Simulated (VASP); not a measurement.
# NiSb (P6_3/mmc) in VASP: settings compared, part 2 of 2

VASP 6.6.1.

## 3. Relaxation of the atoms, PBE

Contents of INCAR:

```
SYSTEM = NiSb
PREC = Accurate ; ENCUT = 520
EDIFF = 1E-6 ; ISMEAR = -1
SIGMA = 0.1 ; LREAL = .False.
LASPH = .True. ; NELM = 80
ALGO = Normal ; ISIF = 2
LWAVE = .False. ; LCHARG = .False.
GGA = PE ; IBRION = 2
NSW = 30 ; EDIFFG = -0.01
```

Contents of KPOINTS:

```
regular mesh
0
Gamma
  2 2 2
  0 0 0
```

Contents of POSCAR:

```
NiSb
1.0
    3.9399999606      0.0000000000      0.0000000000
   -1.9699999803      3.4121400568      0.0000000000
    0.0000000000      0.0000000000      5.1400000000
Ni Sb
2 2
Direct
    0.0000000000      0.0000000000      0.0000000000
    0.0000000000      0.0000000000      0.5000000000
    0.3333333333      0.6666666667      0.2500000000
    0.6666666667      0.3333333333      0.7500000000
```

Potentials or basis: VASP PAW PBE potentials, release 64 (Ni, Sb).

Run with:

```bash
$ cat potpaw_PBE.64/Ni/POTCAR potpaw_PBE.64/Sb/POTCAR > POTCAR
$ mpirun -np 1 vasp_std > vasp.out
```

Wall time 5.6 s (1 thread of AMD EPYC 9R45 (Zen 5), shared host); peak memory 0.14 GiB.

It converged, with:

```yaml
Free_energy: -19.8407 eV
Pressure_after_relaxing: 5.1 GPa
Band_gap_on_the_k_mesh: zero (bands 15 and 16 overlap by 2.42 eV)
```

Stress tensor (GPa, compression positive):
```
3.59 0.00 0.00
0.00 3.59 0.00
0.00 0.00 8.13
```

Final structure:
```
Ni Sb
1.0
     3.94000    0.00000    0.00000
    -1.97000    3.41214    0.00000
     0.00000    0.00000    5.14000
Ni Sb
2 2
Direct
  0.00000 0.00000 0.00000
  0.00000 0.00000 0.50000
  0.33333 0.66667 0.25000
  0.66667 0.33333 0.75000
```

Levels at points of the mesh, in eV from the Fermi level:
```csv
k point,band 11,band 12,band 13,band 14,band 15,band 16,band 17,band 18,band 19
"(0.00, 0.00, 0.00)",-1.58,-1.58,-0.29,0.32,0.32,2.19,2.19,2.88,3.76
"(0.50, 0.00, 0.00)",-2.38,-2.15,-1.85,-1.64,-1.57,-0.63,0.86,3.16,3.69
"(0.00, 0.00, 0.50)",-2.35,-2.35,-0.02,-0.02,1.79,1.79,1.79,1.79,4.91
"(0.50, 0.00, 0.50)",-2.21,-2.21,-2.07,-2.07,-0.06,-0.06,1.40,1.40,4.89
```

Caveat: the k points lie up to 0.92 Å⁻¹ apart, too coarse for converged energies and pressures of a metal; the relaxation stopped at its first step, so nothing moved; spin-orbit coupling is left out, which moves the levels of the heavy elements. Spin polarisation is off, so any magnetic state and its effect on volume and gap are missing.

## 4. Single point, PBE

Contents of INCAR:

```
SYSTEM = NiSb
PREC = Accurate
ENCUT = 600
EDIFF = 1E-6
ISMEAR = 0
SIGMA = 0.1
LREAL = .False.
LASPH = .True.
NELM = 120
ALGO = Normal
ISIF = 2
LWAVE = .False.
LCHARG = .True.
GGA = PE
LELF = .True.
LVHAR = .True.
NBANDS = 23
NELECT = 29.75
GGA_COMPAT = .False.
```

Contents of KPOINTS:

```
regular mesh
0
Gamma
  3 3 1
  0 0 0
```

POSCAR is that of step 3.

Potentials or basis: VASP PAW PBE potentials, release 64 (Ni, Sb).

Run with:

```bash
$ cat potpaw_PBE.64/Ni/POTCAR potpaw_PBE.64/Sb/POTCAR > POTCAR
$ mpirun -np 1 vasp_std > vasp.out
```

OUTCAR:

```text
SYSTEM = NiSb
   PREC = Accurate
   ENCUT = 600
   EDIFF = 1E-6
   ISMEAR = 0
   LREAL = .False.
   LASPH = .True.
   NELM = 120
   ISIF = 2
   GGA = PE
   NELECT = 29.75

 ion  position               nearest neighbor table
   1  0.000  0.000  0.000-   2 2.57   2 2.57   4 2.61   3 2.61   4 2.61   3 2.61   4 2.61   3 2.61

   2  0.000  0.000  0.500-   1 2.57   1 2.57   4 2.61   3 2.61   4 2.61   3 2.61   4 2.61   3 2.61

   3  0.333  0.667  0.250-   1 2.61   2 2.61   1 2.61   2 2.61   1 2.61   2 2.61   4 3.43   4 3.43
                             4 3.43   4 3.43   4 3.43   4 3.43
[... 261 lines left out ...]
  --------------------------------------------------------------------------------------
  -------------------------------------------------------------------------------------
  Total       -6.1516600     -6.1516600      2.5687862      0.0000000      0.0000000      0.0000000
  in kB     -142.6319166   -142.6319166     59.5596809      0.0000000      0.0000000      0.0000000
  external PRESSURE =     -75.2347174 kB  Pullay stress =       0.0000000 kB

 VOLUME and BASIS-vectors are now :
 -----------------------------------------------------------------------------
  energy-cutoff  :      600.00
  volume of cell :       69.10
      direct lattice vectors                 reciprocal lattice vectors
     3.939999961  0.000000000  0.000000000     0.253807109  0.146535603  0.000000000
    -1.969999980  3.412140057  0.000000000     0.000000000  0.293071206  0.000000000
     0.000000000  0.000000000  5.140000000     0.000000000  0.000000000  0.194552529

 POSITION                                       TOTAL-FORCE (eV/Angst)
 -----------------------------------------------------------------------------------
      0.00000      0.00000      0.00000        -0.000000      0.000000      0.000000
      0.00000      0.00000      2.57000        -0.000000      0.000000      0.000000
     -0.00000      2.27476      1.28500         0.000000      0.000000     -0.000000
      1.97000      1.13738      3.85500        -0.000000     -0.000000      0.000000
 -----------------------------------------------------------------------------------
    total drift:                                0.000000     -0.000000      0.000000

  FREE ENERGIE OF THE ION-ELECTRON SYSTEM (eV)
  ---------------------------------------------------
  free  energy   TOTEN  =       -22.2543753727 eV

  energy  without entropy=      -22.2475449686  energy(sigma->0) =      -22.25096017
```

stdout:

```text
POSCAR found type information on POSCAR NiSb
 POSCAR found :  2 types and       4 ions
 scaLAPACK will be used
 LDA part: xc-table for (Slater+PW92), standard interpolation
 POSCAR, INCAR and KPOINTS ok, starting setup
 FFT: planning ... GRIDC
 FFT: planning ... GRID_SOFT
 FFT: planning ... GRID
 WAVECAR not read
 entering main loop
 the old and the new charge density differ
 old charge density:    30.00000 new   29.75000
    0.148E+01
```

It took 24 s on 1 thread of AMD EPYC 7R43 (Zen 3), shared host; peak memory 0.16 GiB.

Results:

| Quantity | Value |
| --- | --- |
| Free energy | -22.2544 eV |

Levels at points of the mesh, in eV from the Fermi level:
```tsv
k point	band 11	band 12	band 13	band 14	band 15	band 16	band 17	band 18	band 19	band 20
(0.00, 0.00, 0.00)	-1.15	-1.15	0.12	1.18	1.18	2.94	2.94	3.83	4.75	5.73
```

Caveat: the k points lie up to 1.22 Å⁻¹ apart; the cell carries a net charge on a neutralising background, which shifts energy and pressure; the cell is charged against a uniform background, so pressure and absolute levels hang on convention; spin-orbit coupling is left out, which moves the levels of the heavy elements. Spin polarisation is off, so any magnetic state and its effect on volume and gap are missing.
